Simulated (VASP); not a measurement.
Runs of VASP 6.6.1 on Se. The structure is cubic, space group Im-3m (No. 229). The conventional cell has a = 2.808 Å, b = 2.808 Å, c = 2.808 Å, α = 90.00°, β = 90.00°, γ = 90.00°. Within 3.2 Å of Se (site symmetry m-3m) lie 14 Se at 2.43 to 2.81 Å. 

```csv
level,potentials or basis,gap on the mesh (eV),pressure (GPa)
r2SCAN,"VASP PAW PBE potentials, release 64 (Se)",none,(a)
LDA,"VASP PAW LDA potentials, release 64 (Se)",none,159.9
PBE,"VASP PAW PBE potentials, release 64 (Se)",none,172.5
PBEsol,"VASP PAW PBE potentials, release 64 (Se)",none,163.5
```

Alike in all rows: task single point; no spin polarisation; cell as given; k mesh 16 × 16 × 16; cutoff (eV) 520; smearing fermi-dirac 0.1 eV.

Problem. Fill in the values left out.

Solution. (a) 174.3.

Caveats: the PAW data sets were made with another functional, which shifts forces and pressure a little (some runs).

A k mesh can miss the band edges, and the runs leave out spin-orbit coupling on Se.

A gap of «none» marks levels without a gap at the run's occupations.
